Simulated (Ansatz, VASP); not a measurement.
One calculation of GaP, two programs

INCAR

```
  PREC = Accurate
  ENCUT = 500
  EDIFF = 1E-6
  ISMEAR = 0
  SIGMA = 0.1
  LREAL = False
  LASPH = True
  NELM = 120
  ALGO = Normal
  ISIF = 2
  LWAVE = False
  LCHARG = False
  GGA = PS
  NBANDS = 16
  GGA_COMPAT = False
```

Contents of KPOINTS:

```
regular mesh
0
Gamma
  6 6 6
```

POSCAR

```
GaP
1.0
    0.0000000000      2.7258124900      2.7258124900
    2.7258124900      0.0000000000      2.7258124900
    2.7258124900      2.7258124900      0.0000000000
Ga P
1 1
Direct
    0.0000000000      0.0000000000      0.0000000000
    0.2500000000      0.2500000000      0.2500000000
```

Input for Ansatz:

```yaml
crystal:
  lattice:
    - [0.0, 2.72581249, 2.72581249]
    - [2.72581249, 0.0, 2.72581249]
    - [2.72581249, 2.72581249, 0.0]
  atoms:
    - { symbol: Ga, position: [0.0, 0.0, 0.0] }
    - { symbol: P, position: [0.25, 0.25, 0.25] }
basis:
  ecutwfc: 420
kpoints:
  mp_grid: { grid: [6, 6, 6] }
hamiltonian:
  xc: pbesol
scf:
  occupations: { method: gaussian, width: 0.1 }
output:
  forces: true
  stress: true
  eigenvalues: true
```

Alike in both runs: task single point; functional PBEsol; k mesh 6 × 6 × 6; occupations gaussian, width 0.1 eV; no spin polarisation.

```csv
,VASP,Ansatz
version,VASP 6.6.1,Ansatz 0.2.0
potentials or method,"VASP PAW PBE potentials, release 64 (Ga_d, P), cutoff 500 eV","scalar-relativistic, plane waves, PAW"
valence electrons in the cell,18,18
```

VASP gave:

| Property | Result |
| --- | --- |
| gap on the k mesh at the Fermi level (eV) | 1.51 |
| least direct gap on the mesh (eV) | 1.74 |
| pressure (GPa) | -0.7 |

**Question.** Which values does Ansatz return?

**Answer.** gap on the k mesh at the Fermi level (eV): 1.51; least direct gap on the mesh (eV): 1.74; pressure (GPa): -0.6.

VASP's potentials were made for PBE, not for PBEsol. The functional is the same, so the differences come from potentials, cutoffs and numerics.
